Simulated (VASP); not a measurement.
Input of a VASP 6.6.1 run:

The input POSCAR:

```
CuAu
1.0
    2.8107494552      0.0000000000      0.0000000000
    0.0000000000      2.8107494552      0.0000000000
    0.0000000000      0.0000000000      3.6850000000
Au Cu
1 1
Direct
    0.0000000000      0.0000000000      0.0000000000
    0.5000000000      0.5000000000      0.5000000000
```

The input INCAR.step1:

```
SYSTEM = CuAu
ALGO = Normal
EDIFF = 1E-4
ENCUT = 520
GGA = PE
ISMEAR = 1
LASPH = .TRUE.
LCHARG = .FALSE.
LREAL = .FALSE.
LWAVE = .TRUE.
NBANDS = 18
NELM = 100
PREC = Accurate
SIGMA = 0.2
```

File INCAR.step2:

```
SYSTEM = CuAu
ALGO = Normal
EDIFF = 1E-7
ENCUT = 520
ISIF = 2
ISMEAR = 1
ISTART = 1
LASPH = .TRUE.
LCHARG = .TRUE.
LELF = .TRUE.
LMIXTAU = .TRUE.
LREAL = .FALSE.
LVHAR = .TRUE.
LWAVE = .FALSE.
METAGGA = R2SCAN
NBANDS = 18
NELM = 100
PREC = Accurate
SIGMA = 0.2
```

The input KPOINTS:

```
k-points
0
G
  9 9 7
  0 0 0
```

Potentials or basis: VASP PAW PBE potentials, release 64 (Au, Cu).

The run is started by

```sh
$ cat potpaw_PBE.64/Au/POTCAR potpaw_PBE.64/Cu/POTCAR > POTCAR
$ cp INCAR.step1 INCAR
$ mpirun -np 1 vasp_std > vasp.out
$ cp INCAR.step2 INCAR
$ mpirun -np 1 vasp_std > vasp.out
```

(1) Estimate the pressure.

(2) What does it give for the band gap on the k mesh?

## Answers

(1) 0.0 GPa.

(2) zero (band 11 reaches 12.18 eV, above the bottom of band 12 at 6.52 eV).

Caveat: the PAW data sets were made with another functional, which shifts forces and pressure a little; spin-orbit coupling is left out, which moves the levels of the heavy elements.
